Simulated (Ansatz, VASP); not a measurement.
**Li in VASP and in Ansatz**

File INCAR:

```
SYSTEM = Li
ALGO = Normal
EDIFF = 1E-6
ENCUT = 520
GGA = PS
ISIF = 2
ISMEAR = 0
LASPH = .True.
LCHARG = .True.
LELF = .True.
LREAL = .False.
LVHAR = .True.
LWAVE = .False.
NBANDS = 14
NELM = 60
PREC = Accurate
SIGMA = 0.1
```

The input KPOINTS:

```
k-points
0
Gamma
  10 10 3
  0 0 0
```

The input POSCAR:

```
Li
1.0
    3.0343860000      0.0000000000      0.0000000000
   -1.5171930000      2.6278550000      0.0000000000
    0.0000000000      0.0000000000     10.2162080000
Li
4
Direct
    0.0000000000      0.0000000000     -0.0097883677
    0.3333333333      0.6666666667      0.2500000000
    0.0000000000      0.0000000000      0.5000000000
    0.6666666667      0.3333333333      0.7500000000
```

Input for Ansatz:

```yaml
crystal:
  lattice:
    - [3.034386, 0.0, 0.0]
    - [-1.517193, 2.627855, 0.0]
    - [0.0, 0.0, 10.216208]
  atoms:
    - { symbol: Li, position: [0.0, 0.0, -0.009788367660486161] }
    - { symbol: Li, position: [0.3333333333333333, 0.6666666666666666, 0.25] }
    - { symbol: Li, position: [0.0, 0.0, 0.5] }
    - { symbol: Li, position: [0.6666666666666666, 0.3333333333333333, 0.75] }
kpoints:
  mp_grid:
    grid: [10, 10, 3]
    shift: [0.0, 0.0, 0.0]
hamiltonian:
  xc: pbesol
scf:
  occupations:
    method: gaussian
output:
  forces: true
```

Alike in both runs: task single point; functional PBEsol; k mesh 10 × 10 × 3; no spin polarisation.

```csv
,VASP,Ansatz
version,VASP 6.6.1,Ansatz 0.2.0
potentials or method,"VASP PAW PBE potentials, release 64 (Li_sv)","plane waves, PAW"
plane-wave cutoff (eV),520,420
occupations,"gaussian, width 0.1 eV",gaussian
valence electrons in the cell,12,12
```

|  | VASP | Ansatz | Ansatz less VASP |
| --- | --- | --- | --- |
| rms of the force components (eV/Å) | 0.043 | 0.043 | -0.0003 |

VASP's potentials were made for PBE, not for PBEsol. Atom by atom the forces differ by 0.000 eV/Å (rms over components).

Noted on VASP's run: the cutoff is under 1.25 times that of the potentials, so the pressure is a little rough.
